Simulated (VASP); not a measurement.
Crystal: Mo.

```xyz
1
Lattice="-1.5838 1.5838 1.5838 1.5838 -1.5838 1.5838 1.5838 1.5838 -1.5838" Properties=species:S:1:pos:R:3 pbc="T T T"
Mo    0.0000    0.0000    0.0000
```

- Program: VASP 6.6.1
- Task: relaxation of cell and atoms
- Functional: revPBE
- Dispersion: D4
- Potentials or basis: VASP PAW PBE potentials, release 64 (Mo_sv)
- Cutoff: 600 eV
- k mesh: 12 × 12 × 12
- Occupations: fermi-dirac, width 0.05 eV
- Spin: no spin polarisation

At the start: pressure -8.3 GPa; volume 15.89 Å³/atom.

Problem. How do energy, volume and symmetry change on relaxing?

Solution. Over 4 steps the energy falls by 13.5 meV/atom and the volume is 15.39 Å³/atom (-3.2 %); space group Im-3m (No. 229, to 0.05 Å).

The path:
```tsv
step	energy change (eV)	largest force (eV/Å)	pressure (GPa)	volume (Å³)
1	0.0000	0.0000	-8.33	15.89
2	0.1017	0.0000	30.21	14.07
3	-0.0135	0.0000	-0.33	15.41
4	-0.0135	0.0000	-0.03	15.39
```

Final structure:
```cif
data_structure
_symmetry_space_group_name_H-M 'P 1'
_symmetry_Int_Tables_number 1
_cell_length_a 2.7140
_cell_length_b 2.7140
_cell_length_c 2.7140
_cell_angle_alpha 109.471
_cell_angle_beta 109.471
_cell_angle_gamma 109.471
_cell_volume 15.39
loop_
_atom_site_label
_atom_site_type_symbol
_atom_site_fract_x
_atom_site_fract_y
_atom_site_fract_z
_atom_site_occupancy
Mo1 Mo 0.00000 0.00000 0.00000 1
```

Caveat: the PAW data sets were made with another functional, which shifts forces and pressure a little; pairwise dispersion overbinds metals, which lowers pressure and volume.
